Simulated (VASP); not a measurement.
The system is LiH.

```xyz
2
Lattice="2.6370 0.0000 0.0000 -1.3185 2.2837 0.0000 0.0000 0.0000 2.5539" Properties=species:S:1:pos:R:3 pbc="T T T"
Li    1.3185    0.7612    0.0000
H     0.0000    0.0000    1.2769
```

The cell was built from a structure type or drawn by symmetry, and may not be a known phase.

* Program: VASP 6.6.1
* Task: relaxation of cell and atoms
* Functional: PBE
* Potentials or basis: VASP PAW PBE potentials, release 64 (Li_sv, H)
* Cutoff: 600 eV
* k mesh: 12 × 12 × 10
* Occupations: gaussian, width 0.02 eV
* Spin: no spin polarisation

At the start: pressure 2.6 GPa; volume 7.69 Å³/atom.

Question: How do energy, volume and symmetry change on relaxing?

Answer: Over 6 steps the energy falls by 12.8 meV/atom and the volume is 8.29 Å³/atom (+7.8 %); space group P-6m2 (No. 187, to 0.1 Å) before and after.

Step by step:
```csv
step,energy change (eV),largest force (eV/Å),pressure (GPa),volume (Å³)
1,0.0000,0.0000,2.64,15.38
2,-0.0152,0.0000,1.99,15.66
3,-0.0232,0.0000,0.99,16.16
4,-0.0235,0.0000,1.13,16.08
5,-0.0248,0.0000,0.67,16.28
6,-0.0256,0.0000,0.02,16.58
```

Final structure:
```cif
data_structure
_symmetry_space_group_name_H-M 'P 1'
_symmetry_Int_Tables_number 1
_cell_length_a 2.7508
_cell_length_b 2.7508
_cell_length_c 2.5302
_cell_angle_alpha 90.000
_cell_angle_beta 90.000
_cell_angle_gamma 120.000
_cell_volume 16.58
loop_
_atom_site_label
_atom_site_type_symbol
_atom_site_fract_x
_atom_site_fract_y
_atom_site_fract_z
_atom_site_occupancy
Li1 Li 0.66667 0.33333 0.00000 1
H1 H 0.00000 0.00000 0.50000 1
```

Caveat: the cutoff is under 1.25 times the usual one of these potentials, so pressure, stress and relaxed cells hold a basis-set (Pulay) error.
